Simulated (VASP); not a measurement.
A run of VASP 6.6.1:

File INCAR:

```
SYSTEM = HfO2
PREC     = Accurate       ! precision mode
ENCUT    = 520            ! plane-wave cutoff, eV
EDIFF    = 1E-6           ! SCF threshold, eV
ISMEAR   = 0              ! smearing method
SIGMA    = 0.02           ! smearing width, eV
LREAL    = .False.        ! projectors in reciprocal space
LASPH    = .True.         ! aspherical terms in the spheres
NELM     = 60             ! most SCF steps
ALGO     = Normal         ! electronic algorithm
ISIF     = 2              ! what is computed and relaxed
LWAVE    = .False.        ! write WAVECAR
LCHARG   = .True.         ! write CHGCAR
GGA      = PE             ! functional
LELF     = .True.         ! ELF
LVHAR    = .True.       
NBANDS   = 31             ! bands
```

Contents of KPOINTS:

```
Automatic mesh
0
Gamma
  8 8 6
  0 0 0
```

The input POSCAR:

```
HfO2
1.0
    3.4569867898      0.0000000000      0.0000000000
    0.0000000000      3.4569867898      0.0000000000
    0.0000000000      0.0000000000      4.9067058312
Hf O
2 4
Direct
    0.5000000000      0.5000000000      0.5000000000
    0.0000000000      0.0000000000      0.0000000000
    0.0000000000      0.5000000000      0.7291184043
    0.5000000000      0.0000000000      0.7708815957
    0.5000000000      0.0000000000      0.2708815957
    0.0000000000      0.5000000000      0.2291184043
```

Potentials or basis: VASP PAW PBE potentials, release 64 (Hf_pv, O).

Launch:

```console
$ cat potpaw_PBE.64/Hf_pv/POTCAR potpaw_PBE.64/O/POTCAR > POTCAR
$ mpirun -np 1 vasp_std > vasp.out
```

Hardware: 1 thread of Intel(R) Xeon(R) 6975P-C (Granite Rapids), with other jobs on the host.

Task: How long does it take, and how much memory?

Result: It took 40 s on 1 thread of Intel(R) Xeon(R) 6975P-C (Granite Rapids) (shared host), peak memory 0.22 GiB. Counts: scf iterations 14, k points 60.
